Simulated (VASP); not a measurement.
The system is HfOs.

```
CELL_PARAMETERS angstrom
3.23900 0.00000 0.00000
0.00000 3.23900 0.00000
0.00000 0.00000 3.23900
ATOMIC_POSITIONS crystal
Hf 0.00000 0.00000 0.00000
Os 0.50000 0.50000 0.50000
```

- Program: VASP 6.6.1
- Task: relaxation of cell and atoms
- Functional: LDA
- Potentials or basis: VASP PAW LDA potentials, release 64 (Hf_pv, Os)
- Cutoff: 600 eV
- k mesh: 10 × 10 × 10
- Occupations: fermi-dirac, width 0.05 eV
- Spin: no spin polarisation

At the start: pressure -9.2 GPa; volume 16.99 Å³/atom.

Question: Where does the relaxation end?

Answer: Over 7 steps the energy falls by 19.3 meV/atom and the volume is 16.34 Å³/atom (-3.8 %); space group Pm-3m (No. 221, to 0.05 Å).

The path:
| step | energy change (eV) | largest force (eV/Å) | pressure (GPa) | volume (Å³) |
| --- | --- | --- | --- | --- |
| 1 | 0.0000 | 0.0000 | -9.19 | 33.98 |
| 2 | 0.2827 | 0.0000 | 34.39 | 29.41 |
| 3 | -0.0385 | 0.0000 | -0.47 | 32.75 |
| 4 | -0.0386 | 0.0000 | -0.07 | 32.69 |
| 5 | -0.0385 | 0.0000 | 0.14 | 32.67 |
| 6 | -0.0385 | 0.0000 | -0.29 | 32.73 |
| 7 | -0.0386 | 0.0000 | -0.02 | 32.69 |

Final structure:
```xyz
2
Lattice="3.1974 0.0000 0.0000 0.0000 3.1974 0.0000 0.0000 0.0000 3.1974" Properties=species:S:1:pos:R:3 pbc="T T T"
Hf    0.0000    0.0000    0.0000
Os    1.5987    1.5987    1.5987
```
